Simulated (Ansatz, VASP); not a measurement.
One calculation of Al5As, two programs

File INCAR:

```
  ALGO = Normal
  EDIFF = 1E-6
  EDIFFG = -0.04
  ENCUT = 600
  GGA = PE
  IBRION = 2
  ISIF = 3
  ISMEAR = 0
  LASPH = True
  LCHARG = False
  LREAL = False
  LWAVE = False
  NELM = 80
  NSW = 90
  PREC = Accurate
  SIGMA = 0.1
```

KPOINTS

```
k-points
0
Gamma
  4 4 4
```

POSCAR

```
Al5As
1.0
    0.0000000000      3.8703103800      3.8703103800
    3.8703103800      0.0000000000      3.8703103800
    3.8703103800      3.8703103800      0.0000000000
Al As
5 1
Direct
    0.5822873400      0.5822873400      0.5822873400
    0.5822873400      0.5822873400      0.2531379800
    0.5822873400      0.2531379800      0.5822873400
    0.2531379800      0.5822873400      0.5822873400
    0.0000000000      0.0000000000      0.0000000000
    0.7500000000      0.7500000000      0.7500000000
```

Input for Ansatz:

```yaml
crystal:
  lattice:
    - [0.0, 3.87031038, 3.87031038]
    - [3.87031038, 0.0, 3.87031038]
    - [3.87031038, 3.87031038, 0.0]
  atoms:
    - { symbol: Al, position: [0.58228734, 0.58228734, 0.58228734] }
    - { symbol: Al, position: [0.58228734, 0.58228734, 0.25313798] }
    - { symbol: Al, position: [0.58228734, 0.25313798, 0.58228734] }
    - { symbol: Al, position: [0.25313798, 0.58228734, 0.58228734] }
    - { symbol: Al, position: [0.0, 0.0, 0.0] }
    - { symbol: As, position: [0.75, 0.75, 0.75] }
basis:
  ecutwfc: 420
kpoints:
  mp_grid: { grid: [4, 4, 4] }
hamiltonian:
  xc: pbe
scf:
  occupations: { method: gaussian, width: 0.1 }
  lower_state_search: "off"
output:
  forces: true
  stress: true
  eigenvalues: true
relax:
  adjacent_minimum: "off"
  f_tol: 0.04
  max_steps: 70
  cell: { stress_tol: 0.4 }
```

Alike in both runs: task relaxation of cell and atoms; functional PBE; k mesh 4 × 4 × 4; occupations gaussian, width 0.1 eV; no spin polarisation.

|  | VASP | Ansatz |
| --- | --- | --- |
| version | VASP 6.6.1 | Ansatz 0.2.0 |
| potentials or method | VASP PAW PBE potentials, release 64 (Al, As), cutoff 600 eV | scalar-relativistic, plane waves, PAW |
| valence electrons in the cell | 20 | 30 |

```csv
,VASP,Ansatz,Ansatz less VASP
"gap on the k mesh at the Fermi level, each at its own relaxed structure (eV)",none,none,-
relaxed volume (Å³/atom),32.21,32.00,-0.214
relaxed cell length with the largest relative difference (Å),6.490,6.475,-0.0144
```

A gap of «none» marks a metal or a gap that the smearing closes. VASP's potentials hold 20 valence electrons a cell and Ansatz's 30, so a difference there can come from the potentials and not from the codes.

Noted on VASP's run: the volume moved by over 15 % at a fixed basis, so the end points are rough.
